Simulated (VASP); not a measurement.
Here is a VASP 6.6.1 calculation.

INCAR

```
SYSTEM = Ir
ALGO = Fast ; EDIFF = 1E-7
ENCUT = 520 ; GGA = CA
ISIF = 2 ; ISMEAR = -1
LASPH = .True. ; LCHARG = .True.
LELF = .True. ; LREAL = .False.
LVHAR = .True. ; LWAVE = .False.
NBANDS = 10 ; NELM = 100
PREC = Accurate ; SIGMA = 0.05
```

File KPOINTS:

```
k-points
0
Gamma
  12 12 12
  0 0 0
```

POSCAR

```
Ir
1.0
    0.0000000000      1.9156000000      1.9156000000
    1.9156000000      0.0000000000      1.9156000000
    1.9156000000      1.9156000000      0.0000000000
Ir
1
Direct
    0.0000000000      0.0000000000      0.0000000000
```

Potentials or basis: VASP PAW LDA potentials, release 64 (Ir).

Command:

```bash
$ cat potpaw_LDA.64/Ir/POTCAR > POTCAR
$ mpirun -np 1 vasp_std > vasp.out
```

Q: What does it give for the pressure?

A: -4.2 GPa.
